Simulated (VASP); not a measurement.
Write the native input for VASP 6.6.1 that does the following.

```yaml
Task: single point
Functional: PBE
Potentials_or_basis: VASP PAW PBE potentials, release 64 (Al, O)
Cutoff: 520 eV
k_mesh: 2 × 2 × 2
Occupations: methfessel-paxton, width 0.1 eV
Spin: no spin polarisation
Dipole_correction: no
Further_INCAR_settings: LREAL = Auto; ALGO = Normal; EDIFF = 1e-06; NBANDS = 81
```

The structure of Al36O (a cell with a defect) lies in POSCAR:

```
Al36O
1.0
    0.0000000000      6.0583944000      6.0583944000
    6.0583944000      0.0000000000      6.0583944000
    8.0778592000      8.0778592000      0.0000000000
Al O
36 1
Direct
    0.0035412023      0.0047664444     -0.0053224498
    0.0008952042      0.0009970463      0.2455673528
    0.0041259282     -0.0037490956      0.5006362948
    0.0032055523      0.0043393510      0.7481323146
    0.0031037101      0.3369900282     -0.0036006446
    0.0018984403      0.3334257175      0.2482189217
    0.0029026668      0.3367497005      0.4963892537
   -0.0021232523      0.3411335353      0.7474316339
   -0.0009637867      0.6695929205      0.0008151912
   -0.0022750252      0.6685697121      0.2468213360
   -0.0083020346      0.6758208082      0.4923085314
   -0.0069357485      0.6760886185      0.7549953953
    0.3358962566     -0.0045241360      0.0006775310
    0.3366230168     -0.0065157528      0.2512767244
    0.3349903235     -0.0060378208      0.5005537234
    0.3395499474     -0.0132930435      0.7514979340
    0.3360667638      0.3315822423      0.0036711459
    0.3351458928      0.3301379653      0.2450805283
    0.3520719120      0.3249886637      0.4759502988
    0.3540300216      0.3254224420      0.7629924399
    0.3352771157      0.6637519340      0.0001002741
    0.3337475850      0.6632964503      0.2513900589
    0.3337637609      0.6637553177      0.4997552446
    0.3331990073      0.6627576112      0.7500294137
    0.6680247658      0.0011386680     -0.0013340787
    0.6674095037     -0.0010494530      0.2487971070
    0.6700086247     -0.0030155680      0.4984082292
    0.6704739295     -0.0030375210      0.7495844320
    0.6721213132      0.3313873062     -0.0021426469
    0.6744728438      0.3329070983      0.2436909893
    0.6774894847      0.3325745019      0.4959704546
    0.6763160715      0.3329485284      0.7476592932
    0.6638975997      0.6671114875      0.0020126001
    0.6651037773      0.6659528472      0.2505443521
    0.6635794461      0.6670315158      0.4996062571
    0.6723427415      0.6625355226      0.7479146826
    0.2507595082      0.3273535642      0.6573122740
```

The input as run:

INCAR

```
PREC = Accurate ; ENCUT = 520
EDIFF = 1E-6 ; ISMEAR = 1
SIGMA = 0.1 ; LREAL = Auto
LASPH = T ; NELM = 60
ALGO = Normal ; ISIF = 2
LWAVE = F ; LCHARG = F
GGA = PE ; NBANDS = 81
```

KPOINTS

```
regular mesh
0
Gamma
  2 2 2
```

Potentials or basis: VASP PAW PBE potentials, release 64 (Al, O).

The run is started by

```sh
$ cat potpaw_PBE.64/Al/POTCAR potpaw_PBE.64/O/POTCAR > POTCAR
$ mpirun -np 1 vasp_std > vasp.out
```

Results of the run:

* Pressure: 1.6 GPa
* Largest force: 1.008 eV/Å
* Band gap on the k mesh: zero (bands 57 and 58 overlap by 0.78 eV)

Caveat: the k points lie up to 0.45 Å⁻¹ apart, too coarse for converged energies and pressures of a metal.

Run time: 14 min on 1 thread of Intel(R) Xeon(R) Platinum 8488C (Sapphire Rapids), with other jobs on the host, peak memory 0.81 GiB.
